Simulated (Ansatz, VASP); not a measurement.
**Two plane-wave programs on Pd**

Contents of INCAR:

```
SYSTEM = Pd
PREC = Accurate
ENCUT = 600
EDIFF = 1E-6
ISMEAR = 0
SIGMA = 0.1
LREAL = .False.
LASPH = .True.
NELM = 60
ALGO = Fast
ISIF = 3
LWAVE = .False.
LCHARG = .False.
GGA = PE
IBRION = 2
NSW = 100
EDIFFG = -0.01
```

Contents of KPOINTS:

```
regular mesh
0
Gamma
  18 18 18
  0 0 0
```

The input POSCAR:

```
Pd
1.0
   -2.5042656320      2.5042656320      1.3493108207
    2.5042656320     -2.5042656320      1.3493108207
    2.5042656320      2.5042656320     -1.3493108207
Pd
2
Direct
    0.0000000000      0.0000000000      0.0000000000
    0.7500000000      0.2500000000      0.5000000000
```

Input for Ansatz:

```yaml
crystal:
  lattice:
    - [-2.504265632, 2.504265632, 1.3493108207]
    - [2.504265632, -2.504265632, 1.3493108207]
    - [2.504265632, 2.504265632, -1.3493108207]
  atoms:
    - { symbol: Pd, position: [0.0, 0.0, 0.0] }
    - { symbol: Pd, position: [0.75, 0.25, 0.5] }
basis:
  ecutwfc: 420
kpoints:
  mp_grid: { grid: [18, 18, 18] }
hamiltonian:
  xc: pbe
scf:
  occupations: { method: gaussian, width: 0.1 }
output:
  forces: true
  stress: true
  eigenvalues: true
relax:
  adjacent_minimum: "off"
  f_tol: 0.01
  max_steps: 80
  cell: { stress_tol: 0.05 }
```

Alike in both runs: task relaxation of cell and atoms; functional PBE; k mesh 18 × 18 × 18; occupations gaussian, width 0.1 eV; no spin polarisation.

|  | VASP | Ansatz |
| --- | --- | --- |
| version | VASP 6.6.1 | Ansatz 0.2.0 |
| potentials or method | VASP PAW PBE potentials, release 64 (Pd), cutoff 600 eV | scalar-relativistic, plane waves, PAW |
| valence electrons in the cell | 20 | 36 |

```tsv
	VASP	Ansatz	Ansatz less VASP
gap on the k mesh at the Fermi level, each at its own relaxed structure (eV)	none	none	-
relaxed volume (Å³/atom)	16.85	16.89	+0.045
relaxed cell length with the largest relative difference (Å)	3.786	3.790	+0.0037
```

A gap of «none» marks a metal or a gap that the smearing closes. VASP's potentials hold 20 valence electrons a cell and Ansatz's 36, so a difference there can come from the potentials and not from the codes.
